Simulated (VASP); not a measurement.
Here is a VASP 6.6.1 calculation.

Contents of INCAR:

```
ALGO = Normal
EDIFF = 1E-7
EDIFFG = -0.003
ENCUT = 600
GGA = CA
IBRION = 2
ISIF = 3
ISMEAR = 0
LASPH = T
LCHARG = F
LREAL = F
LWAVE = F
NELM = 60
NSW = 80
PREC = Accurate
PSTRESS = 300.0
SIGMA = 0.1
```

File KPOINTS:

```
k-points
0
Gamma
  6 6 6
```

The input POSCAR:

```
Al2O3
1.0
    2.3802500000      1.3742379782      4.3318666667
   -2.3802500000      1.3742379782      4.3318666667
    0.0000000000     -2.7484759565      4.3318666667
Al O
4 6
Direct
    0.3521600000      0.3521600000      0.3521600000
    0.1478400000      0.1478400000      0.1478400000
    0.6478400000      0.6478400000      0.6478400000
    0.8521600000      0.8521600000      0.8521600000
    0.5566800000      0.9433200000      0.2500000000
    0.2500000000      0.5566800000      0.9433200000
    0.9433200000      0.2500000000      0.5566800000
    0.4433200000      0.0566800000      0.7500000000
    0.7500000000      0.4433200000      0.0566800000
    0.0566800000      0.7500000000      0.4433200000
```

Potentials or basis: VASP PAW LDA potentials, release 64 (Al, O).

Command:

```bash
$ cat potpaw_LDA.64/Al/POTCAR potpaw_LDA.64/O/POTCAR > POTCAR
$ mpirun -np 1 vasp_std > vasp.out
```

What does it give for the space group after relaxing (to 0.1 Å)?

R-3c (No. 167).

What does it give for the relaxed volume?

7.58 Å³/atom.

What does it give for the band gap on the k mesh?

7.62 eV.

Forces in eV/Å, atoms in the order of the input:
```
Al   0.000  0.000 -0.001
Al   0.000  0.000  0.001
Al   0.000  0.000  0.001
Al   0.000  0.000 -0.001
O   -0.002  0.000  0.000
O    0.001 -0.002  0.000
O    0.001  0.002  0.000
O    0.002  0.000  0.000
O   -0.001  0.002  0.000
O   -0.001 -0.002  0.000
```

Caveat: the cell is relaxed towards a set pressure, so the run minimises the enthalpy, not the energy. A k mesh can miss the band edges.
